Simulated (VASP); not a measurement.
# Ba7O (R-3m) in VASP: a series of runs, part 2 of 2

VASP 6.6.1. The steps go on from the part before.

## Step 3: Relaxation of cell and atoms, PBE

INCAR

```
PREC     = Accurate       # precision mode
ENCUT    = 600            # plane-wave cutoff, eV
EDIFF    = 1E-6           # SCF threshold, eV
ISMEAR   = 0              # smearing method
SIGMA    = 0.1            # smearing width, eV
LREAL    = False          # projectors in reciprocal space
LASPH    = True           # aspherical terms in the spheres
NELM     = 100            # most SCF steps
ALGO     = Normal         # electronic algorithm
ISIF     = 3              # what is computed and relaxed
LWAVE    = False          # write WAVECAR
LCHARG   = False          # write CHGCAR
GGA      = PE             # functional
IBRION   = 2              # ionic algorithm
NSW      = 90             # ionic steps
EDIFFG   = -0.04          # ionic threshold
```

KPOINTS

```
Automatic mesh
0
Gamma
  3 3 3
```

POSCAR

```
Ba7O
1.0
    3.4855716900      2.0123957500      6.3476164400
   -3.4855716900      2.0123957500      6.3476164400
    0.0000000000     -4.0247915000      6.3476164400
Ba O
7 1
Direct
    0.5000000000      0.5000000000      0.0000000000
    0.0000000000      0.5000000000      0.5000000000
    0.5000000000      0.0000000000      0.5000000000
    0.5000000000      0.5000000000      0.5000000000
    0.0000000000      0.0000000000      0.5000000000
    0.5000000000      0.0000000000      0.0000000000
    0.0000000000      0.5000000000      0.0000000000
    0.0000000000      0.0000000000      0.0000000000
```

Potentials or basis: VASP PAW PBE potentials, release 64 (Ba_sv, O).

Run with:

```console
cat potpaw_PBE.64/Ba_sv/POTCAR potpaw_PBE.64/O/POTCAR > POTCAR
mpirun -np 1 vasp_std > vasp.out
```

OUTCAR:

```text
PREC = Accurate
   ENCUT = 600
   EDIFF = 1E-6
   ISMEAR = 0
   LREAL = False
   LASPH = True
   NELM = 100
   ISIF = 3
   GGA = PE
   IBRION = 2
   NSW = 90
   EDIFFG = -0.04

 ion  position               nearest neighbor table
   1  0.500  0.500  0.000-   2 3.49   3 3.49   3 3.49   2 3.49   4 3.76   4 3.76   7 3.76   6 3.76
                             6 3.76   7 3.76
   2  0.000  0.500  0.500-   1 3.49   1 3.49   3 3.49   3 3.49   7 3.76   7 3.76   5 3.76   4 3.76
                             5 3.76   4 3.76
   3  0.500  0.000  0.500-   1 3.49   1 3.49   2 3.49   2 3.49   6 3.76   6 3.76   4 3.76   4 3.76
                             5 3.76   5 3.76
   4  0.500  0.500  0.500-   6 3.49   7 3.49   6 3.49   7 3.49   5 3.49   5 3.49   1 3.76   1 3.76
                             2 3.76   2 3.76   3 3.76   3 3.76
   5  0.000  0.000  0.500-   6 3.49   7 3.49   7 3.49   6 3.49   4 3.49   4 3.49   3 3.76   3 3.76
                             2 3.76   2 3.76
   6  0.500  0.000  0.000-   4 3.49   5 3.49   4 3.49   5 3.49   7 3.49   7 3.49   3 3.76   3 3.76
                             1 3.76   1 3.76
   7  0.000  0.500  0.000-   4 3.49   5 3.49   5 3.49   4 3.49   6 3.49   6 3.49   2 3.76   2 3.76
                             1 3.76   1 3.76
   8  0.000  0.000  0.000-

  LATTYP: Found a trigonal (rhomboedric) cell.
 ALAT       =     7.5160615438
 COS(alpha) =     0.5698723328

  Lattice vectors:

 A1 = (   3.4855716900,   2.0123957500,   6.3476164400)
 A2 = (  -3.4855716900,   2.0123957500,   6.3476164400)
 A3 = (   0.0000000000,  -4.0247915000,   6.3476164400)

Analysis of symmetry for initial positions (statically):
=====================================================================
 Subroutine PRICEL returns:
 Original cell was already a primitive cell.

 Routine SETGRP: Setting up the symmetry group for a
 trigonal (rhombohedral) supercell.

 Subroutine GETGRP returns: Found 12 space group operations
 (whereof 12 operations were pure point group operations)
 out of a pool of 12 trial point group operations.

The static configuration has the point symmetry D_3d.

Analysis of symmetry for dynamics (positions and initial velocities):
=====================================================================
 Subroutine PRICEL returns:
 Original cell was already a primitive cell.

 Routine SETGRP: Setting up the symmetry group for a
 trigonal (rhombohedral) supercell.

 Subroutine GETGRP returns: Found 12 space group operations
 (whereof 12 operations were pure point group operations)
 out of a pool of 12 trial point group operations.

The dynamic configuration has the point symmetry D_3d.

 Subroutine INISYM returns: Found 12 space group operations
 (whereof 12 operations are pure point group operations),
 and found     1 'primitive' translations

----------------------------------------------------------------------------------------

                                     Primitive cell

  volume of cell :     267.1464

  direct lattice vectors                    reciprocal lattice vectors
     3.485571690  2.012395750  6.347616440     0.143448491  0.082820025  0.052513150
    -3.485571690  2.012395750  6.347616440    -0.143448491  0.082820025  0.052513150
     0.000000000 -4.024791500  6.347616440     0.000000000 -0.165640050  0.052513150

  length of vectors
     7.516061544  7.516061544  7.516061541     0.173764948  0.173764948  0.173764948

  position of ions in fractional coordinates (direct lattice)
     0.500000000  0.500000000  0.000000000
     0.000000000  0.500000000  0.500000000
     0.500000000  0.000000000  0.500000000
     0.500000000  0.500000000  0.500000000
     0.000000000  0.000000000  0.500000000
     0.500000000  0.000000000  0.000000000
     0.000000000  0.500000000  0.000000000
     0.000000000  0.000000000  0.000000000

  ion indices of the primitive-cell ions
   primitive index   ion index
                 1           1
                 2           2
                 3           3
                 4           4
                 5           5
                 6           6
                 7           7
                 8           8

----------------------------------------------------------------------------------------

 KPOINTS: Automatic mesh

Automatic generation of k-mesh.
 Grid dimensions read from file:
 generate k-points for:    3    3    3

 Generating k-lattice:

  Cartesian coordinates                     Fractional coordinates (reciprocal lattice)
     0.047816164  0.027606675  0.017504383     0.333333333  0.000000000 -0.000000000
    -0.047816164  0.027606675  0.017504383     0.000000000  0.333333333 -0.000000000
     0.000000000 -0.055213350  0.017504383    -0.000000000 -0.000000000  0.333333333

  Length of vectors
     0.057921649  0.057921649  0.057921649

  Shift w.r.t. Gamma in fractional coordinates (k-lattice)
     0.000000000  0.000000000  0.000000000

 Subroutine IBZKPT returns following result:
 ===========================================

 Found      6 irreducible k-points:

 Following reciprocal coordinates:
            Coordinates               Weight
  0.000000  0.000000  0.000000      1.000000
  0.333333 -0.000000  0.000000      6.000000
  0.333333  0.333333  0.000000      6.000000
 -0.333333  0.333333  0.000000      6.000000
  0.333333  0.333333  0.333333      2.000000
 -0.333333  0.333333  0.333333      6.000000
   k-points           NKPTS =      6   k-points in BZ     NKDIM =      6   number of bands    NBANDS=     45
   number of dos      NEDOS =    301   number of ions     NIONS =      8
   total plane-waves  NPLWV = 216000
   dimension x,y,z NGX =    60 NGY =   60 NGZ =   60
   dimension x,y,z NGXF=   120 NGYF=  120 NGZF=  120
   ions per type =               7   1
   NGX,Y,Z   is equivalent  to a cutoff of  13.27, 13.27, 13.27 a.u.
   NGXF,Y,Z  is equivalent  to a cutoff of  26.54, 26.54, 26.54 a.u.
 SYSTEM =  unknown system
   PREC   = accura    normal or accurate (medium, high low for compatibility)
   ISTART =      0    job   : 0-new  1-cont  2-samecut
   ICHARG =      2    charge: 1-file 2-atom 10-const
   ISPIN  =      1    spin polarized calculation?
   LNONCOLLINEAR =      F non collinear calculations
   LSORBIT =      F    spin-orbit coupling
   LASPH  =      T    aspherical Exc in radial PAW
   ENCUT  =  600.0 eV  44.10 Ry    6.64 a.u.  15.01 15.01 15.01*2*pi/ulx,y,z
   NELM   =    100;   NELMIN=  2; NELMDL= -5     # of ELM steps
   EDIFF  = 0.1E-05   stopping-criterion for ELM
   LREAL  =      F    real-space projection
   EDIFFG = -.4E-01   stopping-criterion for IOM
   NSW    =     90    number of steps for IOM
   IBRION =      2    ionic relax: 0-MD 1-quasi-New 2-CG
   NFREE  =      1    steps in history (QN), initial steepest desc. (CG)
   ISIF   =      3    stress and relaxation
   ISYM   =      2    0-nonsym 1-usesym 2-fastsym
   POTIM  = 0.5000    time-step for ionic-motion
   TEBEG  =    0.0;   TEEND  =   0.0 temperature during run
   PSTRESS=    0.0 pullay stress
   NELECT =      76.0000    total number of electrons
   NUPDOWN=      -1.0000    fix difference up-down
   EMIN   =  10.00;   EMAX   =-10.00  energy-range for DOS
   EFERMI =   0.00;   METHOD = LEGACY
   ISMEAR =     0;   SIGMA  =   0.10  broadening in eV -4-tet -1-fermi 0-gaus
   EFERMI_NEDOS =   21; number of points for ismear=-14 and -15
   IALGO  =     38    algorithm
   IMIX   =      4    mixing-type and parameters
     AMIX     =   0.40;   BMIX     =  1.00
     AMIX_MAG =   1.60;   BMIX_MAG =  1.00
  volume/ion in A,a.u.               =      33.39       225.35
  Fermi-wavevector in a.u.,A,eV,Ry     =   1.076704  2.034675 15.773113  1.159291
  Thomas-Fermi vector in A             =   2.212595
   LORBIT       =      0    0 simple, 1 ext, 2 COOP (PROOUT), +10 PAW based schemes
   GGA     = PE    functional components
   LHFCALC =     F    Hartree Fock is set to
   AEXX    =    0.0000 exact exchange contribution
   IVDW    =     0    specifies the selected vdW correction
   LEPSILON=     F    determine dielectric tensor
   LRPA    =     F    only Hartree local field effects (RPA)
 conjugate gradient relaxation of ions
 non-spin polarized calculation
 Gauss-broadening in eV      SIGMA  =   0.10
  energy-cutoff  :      600.00
  volume of cell :      267.15
 maximum number of plane-waves:      8931
   NGX = 29   NGY = 29   NGZ = 29

--------------------------------------- Ionic step        1  -------------------------------------------

 number of electron      75.9999999 magnetization

 Free energy of the ion-electron system (eV)
  ---------------------------------------------------
  ext. energy  EPLUGINS =         0.00000000
  ---------------------------------------------------
  free energy    TOTEN  =       -14.66930173 eV

  energy without entropy =      -14.62610471  energy(sigma->0) =      -14.64770322

 E-fermi :   3.9328     XC(G=0):  -9.3063

 val. band max:        3.9233546108   @ k =  -0.3333   0.3333   0.0000
 cond. band min:       4.0108436638   @ k =  -0.3333   0.3333   0.3333
 fundamental gap:      0.0874890530
 Fermi energy:         3.9328224022

 k-point     1 :       0.0000    0.0000    0.0000
  band No.  band energies     occupation
      1     -24.9135      2.00000
      2     -24.6397      2.00000
      3     -24.4678      2.00000
      4     -24.4678      2.00000
      5     -24.3421      2.00000
      6     -24.3421      2.00000
[... 528 lines left out ...]
--------------------------------------- Ionic step        7  -------------------------------------------

 number of electron      75.9999992 magnetization

 Free energy of the ion-electron system (eV)
  ---------------------------------------------------
  ext. energy  EPLUGINS =         0.00000000
  ---------------------------------------------------
  free energy    TOTEN  =       -17.26658271 eV

  energy without entropy =      -17.21156175  energy(sigma->0) =      -17.23907223

 E-fermi :   1.8542     XC(G=0):  -7.6137

 val. band max:        1.8397001312   @ k =   0.0000   0.0000   0.0000
 cond. band min:       1.8546324600   @ k =  -0.3333   0.3333   0.0000
 fundamental gap:      0.0149323288
 Fermi energy:         1.8541500891

 k-point     1 :       0.0000    0.0000    0.0000
  band No.  band energies     occupation
      1     -27.1786      2.00000
      2     -27.1206      2.00000
      3     -27.1189      2.00000
      4     -27.1189      2.00000
      5     -27.0899      2.00000
      6     -27.0899      2.00000
[... 312 lines left out ...]
  FREE ENERGIE OF THE ION-ELECTRON SYSTEM (eV)
  ---------------------------------------------------
  free  energy   TOTEN  =       -17.2665827086 eV

  energy  without entropy=      -17.2115617499  energy(sigma->0) =      -17.23907223

 reached required accuracy - stopping structural energy minimisation
```

It took 7.4 min on 1 thread of Intel Xeon 6975P-C (Granite Rapids), shared host; peak memory 0.56 GiB.

What came out:

```
Free energy                           : -17.2666 eV
Relaxed volume                        : 52.54 Å³/atom
Relaxed cell                          : a = 8.434 Å, b = 8.434 Å, c = 8.434 Å, α = 59.60°, β = 59.60°, γ = 59.60°
Space group after relaxing (to 0.1 Å) : Fm-3m (No. 225)
Energy gained by relaxing             : 324.7 meV/atom
Ionic steps                           : 7
Pressure after relaxing               : 0.0 GPa
Band gap on the k mesh                : zero (bands 38 and 39 overlap by 0.82 eV)
```

Step by step:
```
step  energy change (eV)  largest force (eV/Å)  pressure (GPa)  volume (Å³)
   1              0.0000                0.0000            7.15       267.15
   2             -1.8584                0.0000            2.71       328.92
   3             -2.5154                0.0000            0.65       391.47
   4             -2.5819                0.0000            0.01       420.27
   5             -2.5823                0.0000           -0.06       423.81
   6             -2.5894                0.0000           -0.04       422.86
   7             -2.5973                0.0000            0.00       420.33
```

Final structure:
```cif
data_structure
_symmetry_space_group_name_H-M 'P 1'
_symmetry_Int_Tables_number 1
_cell_length_a 8.4339
_cell_length_b 8.4339
_cell_length_c 8.4339
_cell_angle_alpha 59.599
_cell_angle_beta 59.599
_cell_angle_gamma 59.599
_cell_volume 420.33
loop_
_atom_site_label
_atom_site_type_symbol
_atom_site_fract_x
_atom_site_fract_y
_atom_site_fract_z
_atom_site_occupancy
Ba1 Ba 0.50000 0.50000 0.00000 1
Ba2 Ba 0.00000 0.50000 0.50000 1
Ba3 Ba 0.50000 0.00000 0.50000 1
Ba4 Ba 0.50000 0.50000 0.50000 1
Ba5 Ba 0.00000 0.00000 0.50000 1
Ba6 Ba 0.50000 0.00000 0.00000 1
Ba7 Ba 0.00000 0.50000 0.00000 1
O1 O 0.00000 0.00000 0.00000 1
```

Caveat: the k points lie up to 0.31 Å⁻¹ apart in the final cell, too coarse for converged energies and pressures of a metal; the volume moved by over 15 % at a fixed basis, so the end points are rough; spin-orbit coupling is left out, which moves the levels of the heavy elements.

## Step 4: Single point, PBE, collinear spin, ferromagnetic start

INCAR

```
SYSTEM = Ba7O
PREC     = Accurate       ! precision mode
ENCUT    = 520            ! plane-wave cutoff, eV
EDIFF    = 1E-6           ! SCF threshold, eV
ISMEAR   = 0              ! smearing method
SIGMA    = 0.1            ! smearing width, eV
LREAL    = .False.        ! projectors in reciprocal space
LASPH    = .True.         ! aspherical terms in the spheres
NELM     = 150            ! most SCF steps
ALGO     = Normal         ! electronic algorithm
ISIF     = 2              ! what is computed and relaxed
LWAVE    = .False.        ! write WAVECAR
LCHARG   = .False.        ! write CHGCAR
ISPIN    = 2              ! spin polarisation
MAGMOM   = 0 0 0 0 0 0 0 1 ! initial moments
LORBIT   = 11             ! projections on sites
GGA      = PE             ! functional
NBANDS   = 52             ! bands
```

KPOINTS

```
Automatic mesh
0
Gamma
  3 3 3
  0 0 0
```

POSCAR is that of step 3.

Run with:

```console
cat potpaw_PBE.64/Ba_sv/POTCAR potpaw_PBE.64/O/POTCAR > POTCAR
mpirun -np 1 vasp_std > vasp.out
```

It took 2.5 min on 1 thread of Intel Xeon 6975P-C (Granite Rapids), shared host; peak memory 0.58 GiB.

It converged, with:

```yaml
Free_energy: -14.6684 eV
Pressure: 7.2 GPa
Band_gap_on_the_k_mesh: zero (filled and empty bands overlap)
Net_moment: 0.00 μB per cell
Valence_electrons_inside_the_program's_atomic_spheres: Ba 8.17, 8.32, 8.22 (each value once); O 4.75
```

Stress tensor (GPa, compression positive):
```
8.24 0.00 0.00
0.00 8.24 0.00
0.00 0.00 5.00
```

Levels at points of the mesh, in eV from the Fermi level:
Spin up:
```
           k point  band 35  band 36  band 37  band 38  band 39  band 40  band 41  band 42  band 43  band 44
(0.00, 0.00, 0.00)    -1.54    -1.54    -1.43    -1.43    -1.32    -0.84    -0.35    -0.26    -0.26     1.02
```
Spin down:
```
           k point  band 35  band 36  band 37  band 38  band 39  band 40  band 41  band 42  band 43  band 44
(0.00, 0.00, 0.00)    -1.54    -1.54    -1.43    -1.43    -1.32    -0.84    -0.35    -0.26    -0.26     1.02
```

Caveat: the k points lie up to 0.36 Å⁻¹ apart, too coarse for converged energies and pressures of a metal; spin-orbit coupling is left out, which moves the levels of the heavy elements.

## Step 5: Summary

```csv
task,spin,cell,cutoff (eV),gap on the mesh (eV),pressure (GPa)
single point,off,as given,520,none,7.2
relaxation of cell and atoms,off,relaxed,600,none,0.0
single point,"collinear, ferromagnetic start",as given,520,none,7.2
```

Alike in all rows: level PBE; potentials or basis VASP PAW PBE potentials, release 64 (Ba_sv, O); k mesh 3 × 3 × 3; smearing gaussian 0.1 eV.

Caveats: all runs use coarse meshes; spin-orbit coupling is left out, which moves the levels of the heavy elements; the volume moved by over 15 % at a fixed basis, so the end points are rough (at least some runs).

Absolute energies hang on the potentials; compare differences alone.

The gap in the log of VASP goes by the Fermi energy; the results here count the filled bands.